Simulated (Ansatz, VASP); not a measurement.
One calculation of Bi, two programs

File INCAR:

```
PREC = Accurate
ENCUT = 520
EDIFF = 1E-6
ISMEAR = -1
SIGMA = 0.1
LREAL = False
LASPH = True
NELM = 100
ALGO = Normal
ISIF = 2
LWAVE = False
LCHARG = False
GGA = RP
NBANDS = 30
```

KPOINTS

```
Automatic mesh
0
Gamma
  7 7 10
```

File POSCAR:

```
Bi
1.0
    6.0139685860      0.0000000000      0.0000000000
   -3.0069842930      5.2082495730      0.0000000000
    0.0000000000      0.0000000000      3.5329902209
Bi
3
Direct
    1.0000000000      1.0000000000      0.0000000000
    0.3333333333      0.6666666667      0.5000000000
    0.6666666667      0.3333333333      0.5000000000
```

Input for Ansatz:

```yaml
crystal:
  lattice:
    - [6.013968586, 0.0, 0.0]
    - [-3.006984293, 5.208249573, 0.0]
    - [0.0, 0.0, 3.5329902209]
  atoms:
    - { symbol: Bi, position: [1.0, 1.0, 0.0] }
    - { symbol: Bi, position: [0.3333333333, 0.6666666667, 0.5] }
    - { symbol: Bi, position: [0.6666666667, 0.3333333333, 0.5] }
hamiltonian:
  xc: rpbe
  pseudopotentials:
    kind: paw
    azcp:
      Bi: "pseudopotentials/Bi.paw.azcp"
basis:
  ecutwfc: 420
  fft_grid_basis: typed
kpoints:
  mp_grid: { grid: [7, 7, 10], shift: [0, 0, 0] }
magnetization:
  spin_polarized: false
scf:
  occupations: { method: fermi_dirac, width: 0.1 }
  lower_state_search: "off"
output:
  stress: true
```

Alike in both runs: task single point; functional RPBE; k mesh 7 × 7 × 10; occupations fermi-dirac, width 0.1 eV; no spin polarisation.

```csv
,VASP,Ansatz
version,VASP 6.6.1,Ansatz 0.2.0
potentials or method,"VASP PAW PBE potentials, release 64 (Bi_d), cutoff 520 eV","plane waves (420 eV) with PAW, scalar-relativistic"
valence electrons in the cell,45,45
```

```tsv
	VASP	Ansatz	Ansatz less VASP
pressure (GPa)	-4.1	-4.0	+0.07
traceless stress, the component that is largest in VASP (GPa)	-0.05	-0.05	-0.004
```

VASP's potentials were made for PBE, not for RPBE.

Neither program's run includes spin-orbit coupling.
